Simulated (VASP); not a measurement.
# Ti6S in VASP: further runs

The runs below take Ti6S through single point, relaxation of the atoms, with PBE.

All numbers are computed with VASP 6.6.1; they aren't measurements. Logs are shortened: lines on timing, memory, paths and dates and some standing lists are left out, and cuts for length are marked.

## (1) The cell of the first run

The cell holds a slab with vacuum, 7 atoms: a = 2.832 Å, b = 4.579 Å, c = 22.051 Å, α = 90.00°, β = 90.00°, γ = 90.00°.

## (2) Single point, PBE

The input, INCAR:

```
SYSTEM = Ti6S
PREC     = Accurate       ! precision mode
ENCUT    = 520            ! plane-wave cutoff, eV
EDIFF    = 1E-6           ! SCF threshold, eV
ISMEAR   = 0              ! smearing method
SIGMA    = 0.1            ! smearing width, eV
LREAL    = .FALSE.        ! projectors in reciprocal space
LASPH    = .TRUE.         ! aspherical terms in the spheres
NELM     = 60             ! most SCF steps
ALGO     = Normal         ! electronic algorithm
ISIF     = 2              ! what is computed and relaxed
LWAVE    = .FALSE.        ! write WAVECAR
LCHARG   = .TRUE.         ! write CHGCAR
LDIPOL   = .TRUE.       
IDIPOL   = 3            
DIPOL    = 0.5 0.5 0.366
GGA      = PE             ! functional
LELF     = .TRUE.         ! ELF
LVHAR    = .TRUE.       
LVACPOTAV= .TRUE.       
NBANDS   = 48             ! bands
```

The input, KPOINTS:

```
Automatic mesh
0
G
  9 6 1
  0 0 0
```

The input, POSCAR:

```
Ti6S
1.0
    2.8319727860      0.0000000000      0.0000000000
    0.0000000000      4.5793473380      0.0000000000
    0.0000000000      0.0000000000     22.0506909065
Ti S
6 1
Direct
    0.5000000000      0.0000000000      0.1814002118
    0.0000000000      0.5000000000      0.2413504290
    0.5000000000      0.0000000000      0.3013006462
    0.5000000000      0.5000000000      0.3625816208
    0.0000000000      0.0000000000      0.4208167734
    0.5000000000      0.5000000000      0.4784743912
    0.5000000000      0.5000000000      0.5782364154
```

Potentials or basis: VASP PAW PBE potentials, release 64 (Ti_sv, S).

Started as:

```console
$ cat potpaw_PBE.64/Ti_sv/POTCAR potpaw_PBE.64/S/POTCAR > POTCAR
$ mpirun -np 1 vasp_std > vasp.out
```

OUTCAR:

```text
SYSTEM = Ti6S
   PREC = Accurate
   ENCUT = 520
   EDIFF = 1E-6
   ISMEAR = 0
   LREAL = .FALSE.
   LASPH = .TRUE.
   NELM = 60
   ISIF = 2
   GGA = PE

 ion  position               nearest neighbor table
   1  0.500  0.000  0.181-   3 2.64
   2  0.000  0.500  0.241-
   3  0.500  0.000  0.301-   1 2.64   4 2.66   4 2.66
   4  0.500  0.500  0.363-   6 2.56   3 2.66   3 2.66
   5  0.000  0.000  0.421-
   6  0.500  0.500  0.478-   7 2.20   4 2.56
   7  0.500  0.500  0.578-   6 2.20

  LATTYP: Found a simple orthorhombic cell.
 ALAT       =     2.8319727860
 B/A-ratio  =     1.6170167173
 C/A-ratio  =     7.7863357358

  Lattice vectors:

 A1 = (   2.8319727860,   0.0000000000,   0.0000000000)
 A2 = (   0.0000000000,   4.5793473380,   0.0000000000)
 A3 = (   0.0000000000,   0.0000000000,  22.0506909065)

Analysis of symmetry for initial positions (statically):
=====================================================================
 Subroutine PRICEL returns:
 Original cell was already a primitive cell.

 Routine SETGRP: Setting up the symmetry group for a
 simple orthorhombic supercell.

 Subroutine GETGRP returns: Found  4 space group operations
 (whereof  4 operations were pure point group operations)
 out of a pool of  8 trial point group operations.

The static configuration has the point symmetry C_2v.

Analysis of symmetry for dynamics (positions and initial velocities):
=====================================================================
 Subroutine PRICEL returns:
 Original cell was already a primitive cell.

 Routine SETGRP: Setting up the symmetry group for a
 simple orthorhombic supercell.

 Subroutine GETGRP returns: Found  4 space group operations
 (whereof  4 operations were pure point group operations)
 out of a pool of  8 trial point group operations.

The dynamic configuration has the point symmetry C_2v.

 Subroutine INISYM returns: Found  4 space group operations
 (whereof  4 operations are pure point group operations),
 and found     1 'primitive' translations

----------------------------------------------------------------------------------------

                                     Primitive cell

  volume of cell :     285.9663

  direct lattice vectors                    reciprocal lattice vectors
     2.831972786  0.000000000  0.000000000     0.353110738  0.000000000  0.000000000
     0.000000000  4.579347338  0.000000000     0.000000000  0.218371730  0.000000000
     0.000000000  0.000000000 22.050690907     0.000000000  0.000000000  0.045350053

  length of vectors
     2.831972786  4.579347338 22.050690907     0.353110738  0.218371730  0.045350053

  position of ions in fractional coordinates (direct lattice)
     0.500000000  0.000000000  0.181400212
     0.000000000  0.500000000  0.241350429
     0.500000000  0.000000000  0.301300646
     0.500000000  0.500000000  0.362581621
     0.000000000  0.000000000  0.420816773
     0.500000000  0.500000000  0.478474391
     0.500000000  0.500000000  0.578236415

  ion indices of the primitive-cell ions
   primitive index   ion index
                 1           1
                 2           2
                 3           3
                 4           4
                 5           5
                 6           6
                 7           7

----------------------------------------------------------------------------------------

 KPOINTS: Automatic mesh

Automatic generation of k-mesh.
 Grid dimensions read from file:
 generate k-points for:    9    6    1

 Generating k-lattice:

  Cartesian coordinates                     Fractional coordinates (reciprocal lattice)
     0.039234526  0.000000000  0.000000000     0.111111111  0.000000000  0.000000000
     0.000000000  0.036395288  0.000000000     0.000000000  0.166666667  0.000000000
     0.000000000  0.000000000  0.045350053     0.000000000  0.000000000  1.000000000

  Length of vectors
     0.039234526  0.036395288  0.045350053

  Shift w.r.t. Gamma in fractional coordinates (k-lattice)
     0.000000000  0.000000000  0.000000000

 Subroutine IBZKPT returns following result:
 ===========================================

 Found     20 irreducible k-points:

 Following reciprocal coordinates:
            Coordinates               Weight
  0.000000  0.000000  0.000000      1.000000
  0.111111  0.000000  0.000000      2.000000
  0.222222  0.000000  0.000000      2.000000
  0.333333  0.000000  0.000000      2.000000
  0.444444  0.000000  0.000000      2.000000
  0.000000  0.166667  0.000000      2.000000
[... 12 lines left out ...]
  0.333333  0.500000  0.000000      2.000000
  0.444444  0.500000  0.000000      2.000000
   k-points           NKPTS =     20   k-points in BZ     NKDIM =     20   number of bands    NBANDS=     48
   number of dos      NEDOS =    301   number of ions     NIONS =      7
   total plane-waves  NPLWV = 145152
   dimension x,y,z NGX =    24 NGY =   36 NGZ =  168
   dimension x,y,z NGXF=    48 NGYF=   72 NGZF=  336
   ions per type =               6   1
   NGX,Y,Z   is equivalent  to a cutoff of  14.09, 13.07, 12.67 a.u.
   NGXF,Y,Z  is equivalent  to a cutoff of  28.18, 26.14, 25.33 a.u.
 SYSTEM =  Ti6S
   PREC   = accura    normal or accurate (medium, high low for compatibility)
   ISTART =      0    job   : 0-new  1-cont  2-samecut
   ICHARG =      2    charge: 1-file 2-atom 10-const
   ISPIN  =      1    spin polarized calculation?
   LNONCOLLINEAR =      F non collinear calculations
   LSORBIT =      F    spin-orbit coupling
   LASPH  =      T    aspherical Exc in radial PAW
   ENCUT  =  520.0 eV  38.22 Ry    6.18 a.u.   5.27  8.51 41.00*2*pi/ulx,y,z
   NELM   =     60;   NELMIN=  2; NELMDL= -5     # of ELM steps
   EDIFF  = 0.1E-05   stopping-criterion for ELM
   LREAL  =      F    real-space projection
   EDIFFG = 0.1E-04   stopping-criterion for IOM
   NSW    =      0    number of steps for IOM
   IBRION =     -1    ionic relax: 0-MD 1-quasi-New 2-CG
   NFREE  =      0    steps in history (QN), initial steepest desc. (CG)
   ISIF   =      2    stress and relaxation
   ISYM   =      2    0-nonsym 1-usesym 2-fastsym
   POTIM  = 0.5000    time-step for ionic-motion
   TEBEG  =    0.0;   TEEND  =   0.0 temperature during run
   PSTRESS=    0.0 pullay stress
   NELECT =      78.0000    total number of electrons
   NUPDOWN=      -1.0000    fix difference up-down
   EMIN   =  10.00;   EMAX   =-10.00  energy-range for DOS
   EFERMI =   0.00;   METHOD = LEGACY
   ISMEAR =     0;   SIGMA  =   0.10  broadening in eV -4-tet -1-fermi 0-gaus
   EFERMI_NEDOS =   21; number of points for ismear=-14 and -15
   IALGO  =     38    algorithm
   IMIX   =      4    mixing-type and parameters
     AMIX     =   0.40;   BMIX     =  1.00
     AMIX_MAG =   1.60;   BMIX_MAG =  1.00
  volume/ion in A,a.u.               =      40.85       275.69
  Fermi-wavevector in a.u.,A,eV,Ry     =   1.061699  2.006320 15.336552  1.127205
  Thomas-Fermi vector in A             =   2.197124
   LORBIT       =      0    0 simple, 1 ext, 2 COOP (PROOUT), +10 PAW based schemes
   GGA     = PE    functional components
   LHFCALC =     F    Hartree Fock is set to
   AEXX    =    0.0000 exact exchange contribution
   IVDW    =     0    specifies the selected vdW correction
   LEPSILON=     F    determine dielectric tensor
   LRPA    =     F    only Hartree local field effects (RPA)
 non-spin polarized calculation
 Gauss-broadening in eV      SIGMA  =   0.10
  energy-cutoff  :      520.00
  volume of cell :      285.97
 maximum number of plane-waves:      7748
 NGX is ok and might be reduce to    24
   NGX = 11   NGY = 17   NGZ = 81

 dipolmoment           0.000000      0.000000     -0.053329 electrons x Angstroem

 number of electron      77.9999998 magnetization

 dipolmoment           0.000000      0.000000      0.204663 electrons x Angstroem

 Free energy of the ion-electron system (eV)
  ---------------------------------------------------
  ext. energy  EPLUGINS =         0.00000000
  ---------------------------------------------------
  free energy    TOTEN  =       -48.61878268 eV

  energy without entropy =      -48.57759699  energy(sigma->0) =      -48.59818983

 E-fermi :   0.6194     XC(G=0):  -5.8067

 val. band max:        0.6130247447   @ k =   0.3333   0.5000   0.0000
 cond. band min:       0.6216977301   @ k =   0.2222   0.1667   0.0000
 fundamental gap:      0.0086729854
 Fermi energy:         0.6194150720

 k-point     1 :       0.0000    0.0000    0.0000
  band No.  band energies     occupation
      1     -56.3396      2.00000
      2     -56.2277      2.00000
      3     -56.1600      2.00000
      4     -55.9855      2.00000
      5     -55.9223      2.00000
      6     -55.8566      2.00000
[... 40 lines left out ...]
     47       1.9704      0.00000
     48       2.2204      0.00000

 k-point     2 :       0.1111    0.0000    0.0000
  band No.  band energies     occupation
      1     -56.3324      2.00000
      2     -56.2220      2.00000
      3     -56.1526      2.00000
      4     -55.9802      2.00000
      5     -55.9163      2.00000
      6     -55.8504      2.00000
[... 40 lines left out ...]
     47       1.7928      0.00000
     48       2.0645      0.00000

 k-point     3 :       0.2222    0.0000    0.0000
  band No.  band energies     occupation
      1     -56.3142      2.00000
      2     -56.2076      2.00000
      3     -56.1336      2.00000
      4     -55.9670      2.00000
      5     -55.9009      2.00000
      6     -55.8348      2.00000
[... 40 lines left out ...]
     47       1.8201      0.00000
     48       2.1708      0.00000

 k-point     4 :       0.3333    0.0000    0.0000
  band No.  band energies     occupation
      1     -56.2932      2.00000
      2     -56.1913      2.00000
      3     -56.1117      2.00000
      4     -55.9522      2.00000
      5     -55.8833      2.00000
      6     -55.8169      2.00000
[... 754 lines left out ...]
     47       1.5252      0.00000
     48       1.8706      0.00000

 k-point    19 :       0.3333    0.5000    0.0000
  band No.  band energies     occupation
      1     -56.2910      2.00000
      2     -56.1928      2.00000
      3     -56.1089      2.00000
      4     -55.9199      2.00000
      5     -55.8993      2.00000
      6     -55.8372      2.00000
[... 40 lines left out ...]
     47       1.8595      0.00000
     48       2.0214      0.00000

 k-point    20 :       0.4444    0.5000    0.0000
  band No.  band energies     occupation
      1     -56.2791      2.00000
      2     -56.1809      2.00000
      3     -56.0968      2.00000
      4     -55.9076      2.00000
      5     -55.8874      2.00000
      6     -55.8253      2.00000
[... 40 lines left out ...]
     47       1.9150      0.00000
     48       1.9673      0.00000

------------------------ aborting loop because EDIFF is reached ----------------------------------------

  FORCE on cell =-STRESS in cart. coord.  units (eV):
  Direction    XX          YY          ZZ          XY          YZ          ZX
  --------------------------------------------------------------------------------------
  -------------------------------------------------------------------------------------
  Total       -2.8780166     -3.7563072     -0.8191209      0.0000000      0.0000000      0.0000000
  in kB      -16.1246022    -21.0453827     -4.5892715      0.0000000      0.0000000      0.0000000
  external PRESSURE =     -13.9197521 kB  Pullay stress =       0.0000000 kB

 VOLUME and BASIS-vectors are now :
 -----------------------------------------------------------------------------
  energy-cutoff  :      520.00
  volume of cell :      285.97
      direct lattice vectors                 reciprocal lattice vectors
     2.831972786  0.000000000  0.000000000     0.353110738  0.000000000  0.000000000
     0.000000000  4.579347338  0.000000000     0.000000000  0.218371730  0.000000000
     0.000000000  0.000000000 22.050690907     0.000000000  0.000000000  0.045350053

 POSITION                                       TOTAL-FORCE (eV/Angst)
 -----------------------------------------------------------------------------------
      1.41599      0.00000      4.00000         0.000000      0.000000      0.418671
      0.00000      2.28967      5.32194         0.000000      0.000000     -0.019208
      1.41599      0.00000      6.64389         0.000000      0.000000     -0.303001
      1.41599      2.28967      7.99518         0.000000      0.000000     -0.057452
      0.00000      0.00000      9.27930         0.000000      0.000000     -0.425342
      1.41599      2.28967     10.55069         0.000000      0.000000      0.395879
      1.41599      2.28967     12.75051         0.000000      0.000000     -0.009546
 -----------------------------------------------------------------------------------
    total drift:                                0.000000      0.000000      0.000021

  FREE ENERGIE OF THE ION-ELECTRON SYSTEM (eV)
  ---------------------------------------------------
  free  energy   TOTEN  =       -48.6187826752 eV

  energy  without entropy=      -48.5775969932  energy(sigma->0) =      -48.59818983

 vacuum level on the upper side and lower side of the slab         6.885         4.029
```

Wall time 5.3 min (1 thread of Intel Xeon 6975P-C (Granite Rapids), shared host); peak memory 0.46 GiB.

Results:

- Free energy: -48.6188 eV
- Largest force: 0.425 eV/Å
- Band gap on the k mesh: zero (bands 39 and 40 overlap by 0.51 eV)

Forces on the atoms (eV/Å):
```
Ti   0.000  0.000  0.419
Ti   0.000  0.000 -0.019
Ti   0.000  0.000 -0.303
Ti   0.000  0.000 -0.057
Ti   0.000  0.000 -0.425
Ti   0.000  0.000  0.396
S    0.000  0.000 -0.010
```

[end of part 1 of 2]
